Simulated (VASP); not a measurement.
Crystal: AlNi (rocksalt type).

```
Ni Al
1.0
     0.00000    2.42444    2.42444
     2.42444    0.00000    2.42444
     2.42444    2.42444    0.00000
Ni Al
1 1
Direct
  0.00000 0.00000 0.00000
  0.50000 0.50000 0.50000
```

```yaml
Program: VASP 6.6.1
Task: relaxation of cell and atoms
Functional: LDA
Potentials_or_basis: VASP PAW LDA potentials, release 64 (Ni, Al)
Cutoff: 600 eV
k_mesh: 15 × 15 × 15
Occupations: fermi-dirac, width 0.1 eV
Spin: no spin polarisation
```

At the start: pressure -7.0 GPa; volume 14.25 Å³/atom.

Q: Where does the relaxation end?

A: Over 3 steps the energy falls by 19.5 meV/atom and the volume is 13.40 Å³/atom (-6.0 %); space group Fm-3m (No. 225, to 0.05 Å).

Step by step:
| step | energy change (eV) | largest force (eV/Å) | pressure (GPa) | volume (Å³) |
| --- | --- | --- | --- | --- |
| 1 | 0.0000 | 0.0000 | -6.96 | 28.50 |
| 2 | -0.0292 | 0.0000 | 3.88 | 26.02 |
| 3 | -0.0390 | 0.0000 | -0.01 | 26.80 |

Final structure:
```
Ni Al
1.0
     0.00000    2.37533    2.37533
     2.37533    0.00000    2.37533
     2.37533    2.37533    0.00000
Ni Al
1 1
Direct
  0.00000 0.00000 0.00000
  0.50000 0.50000 0.50000
```
